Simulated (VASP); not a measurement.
A run of VASP 6.6.1 is set up as follows.

Contents of INCAR:

```
SYSTEM = Y
  PREC = Accurate
  ENCUT = 520
  EDIFF = 1E-7
  ISMEAR = -1
  SIGMA = 0.1
  LREAL = .FALSE.
  LASPH = .TRUE.
  NELM = 100
  ALGO = Normal
  ISIF = 2
  LWAVE = .FALSE.
  LCHARG = .TRUE.
  GGA = PE
  LELF = .TRUE.
  LVHAR = .TRUE.
  NBANDS = 12
```

File KPOINTS:

```
Automatic mesh
0
G
  16 16 16
  0 0 0
```

Contents of POSCAR:

```
Y
1.0
    2.0225168521      2.0225168521      2.0225168521
   -2.0225168521      2.0225168521      2.0225168521
   -2.0225168521     -2.0225168521      2.0225168521
Y
1
Direct
    0.0000000000      0.0000000000      0.0000000000
```

Potentials or basis: VASP PAW PBE potentials, release 64 (Y_sv).

Launch:

```sh
$ cat potpaw_PBE.64/Y_sv/POTCAR > POTCAR
$ mpirun -np 1 vasp_std > vasp.out
```

(1) Estimate the pressure.

## Answers

(1) -0.1 GPa.
